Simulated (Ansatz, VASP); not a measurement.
**Two plane-wave programs on SnSe2**

```xyz
3
Lattice="3.8110 0.0000 0.0000 -1.9055 3.3004 0.0000 0.0000 0.0000 6.1370" Properties=species:S:1:pos:R:3 pbc="T T T"
Sn    0.0000    0.0000    0.0000
Se    0.0000    2.4464    1.7058
Se    1.9055    1.3462    4.7743
```

Change from the starting cell: all Se atoms moved -0.300 Å, as atom 2 towards its neighbour atom 1 (Sn) at 2.682 Å.

Alike in both runs: task single point; functional PBEsol; k mesh 12 × 12 × 6; occupations gaussian, width 0.05 eV; no spin polarisation.

```csv
,VASP,Ansatz
version,VASP 6.6.1,Ansatz 0.2.0
potentials or method,"VASP PAW PBE potentials, release 64 (Sn_d, Se), cutoff 520 eV","scalar-relativistic, plane waves, PAW"
valence electrons in the cell,26,46
```

```csv
,VASP,Ansatz,Ansatz less VASP
gap on the k mesh at the Fermi level (eV),0.13,0.14,+0.007
least direct gap on the mesh (eV),0.35,0.36,+0.010
pressure (GPa),4.8,4.7,-0.12
"traceless stress, the component that is largest in VASP (GPa)",4.64,4.65,+0.011
rms of the force components (eV/Å),1.662,1.655,-0.0075
```

VASP's potentials were made for PBE, not for PBEsol. Atom by atom the forces differ by 0.011 eV/Å (rms over components). VASP's potentials hold 26 valence electrons a cell and Ansatz's 46, so a difference there can come from the potentials and not from the codes.
